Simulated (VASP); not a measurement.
Wanted: the native input for a VASP 6.6.1 run.

* Task: single point
* Functional: PBE
* Potentials or basis: VASP PAW PBE potentials, release 64 (Zn, S)
* Cutoff: 520 eV
* k mesh: 12 × 12 × 2
* Occupations: gaussian, width 0.05 eV
* Spin: no spin polarisation
* Dipole correction: no
* Further INCAR settings: ALGO = Normal; EDIFF = 1e-06; NBANDS = 46

The structure of ZnS lies in POSCAR:

```
ZnS
1.0
    3.8467234434      0.0000000000      0.0000000000
   -1.9233617217      3.3313602233      0.0000000000
    0.0000000000      0.0000000000     12.5902250239
Zn S
4 4
Direct
   -0.0026470731     -0.0052941462      0.0000503469
    0.0026470731      0.0052941462      0.5000503469
    0.3258288912      0.6516577824      0.2500245137
    0.6741711088      0.3483422176      0.7500245137
   -0.0067660480     -0.0135320960      0.1872896978
    0.0067660480      0.0135320960      0.6872896978
    0.3353044971      0.6706089943      0.4376354415
    0.6646955029      0.3293910057      0.9376354415
```

This cell differs from its parent crystal: atoms displaced along a vibrational mode.

The input as run:

INCAR

```
SYSTEM = ZnS
ALGO     = Normal         ! electronic algorithm
EDIFF    = 1E-6           ! SCF threshold, eV
ENCUT    = 520            ! plane-wave cutoff, eV
GGA      = PE             ! functional
ISIF     = 2              ! what is computed and relaxed
ISMEAR   = 0              ! smearing method
LASPH    = .True.         ! aspherical terms in the spheres
LCHARG   = .True.         ! write CHGCAR
LELF     = .True.         ! ELF
LREAL    = .False.        ! projectors in reciprocal space
LVHAR    = .True.       
LWAVE    = .False.        ! write WAVECAR
NBANDS   = 46             ! bands
NELM     = 100            ! most SCF steps
PREC     = Accurate       ! precision mode
SIGMA    = 0.05           ! smearing width, eV
```

KPOINTS

```
k-points
0
Gamma
  12 12 2
  0 0 0
```

Potentials or basis: VASP PAW PBE potentials, release 64 (Zn, S).

The run is started by

```bash
$ cat potpaw_PBE.64/Zn/POTCAR potpaw_PBE.64/S/POTCAR > POTCAR
$ mpirun -np 1 vasp_std > vasp.out
```

Results of the run:

```yaml
Pressure: 0.2 GPa
Largest_force: 0.037 eV/Å
Band_gap_on_the_k_mesh: 2.05 eV
```

Caveat: the cell differs from its parent crystal (atoms displaced along a vibrational mode).

Run time: 18 min on 1 thread of Intel Xeon 8259CL, on a shared host, peak memory 0.6 GiB.
